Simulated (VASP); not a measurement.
A run of VASP 6.6.1:

INCAR

```
SYSTEM = In
PREC = Accurate ; ENCUT = 520
EDIFF = 1E-6 ; ISMEAR = 0
SIGMA = 0.1 ; LREAL = .False.
LASPH = .True. ; NELM = 80
ALGO = Fast ; ISIF = 2
LWAVE = .False. ; LCHARG = .False.
GGA = PE ; NBANDS = 26
ISYM = 0
```

Contents of KPOINTS:

```
regular mesh
0
Gamma
  5 2 5
  0 0 0
```

POSCAR

```
In
1.0
    1.6696368166      0.9639652655      8.2074632500
   -1.6696368166      0.9639652655      8.2074632500
    0.0000000000     -1.9279305310      8.2074632500
In
3
Direct
    0.0000000000      0.0000000000      0.0000000000
    0.7780122400      0.7780122400      0.7780122400
    0.2219877600      0.2219877600      0.2219877600
```

Potentials or basis: VASP PAW PBE potentials, release 64 (In_d).

Command:

```sh
$ cat potpaw_PBE.64/In_d/POTCAR > POTCAR
$ mpirun -np 1 vasp_std > vasp.out
```

Hardware: 1 thread of Intel Xeon 8259CL, on a shared host.

Problem. Estimate the wall time of this run.

Solution. It took 13 min on 1 thread of Intel Xeon 8259CL, on a shared host, peak memory 0.54 GiB. Counts: scf iterations 14, k points 26.
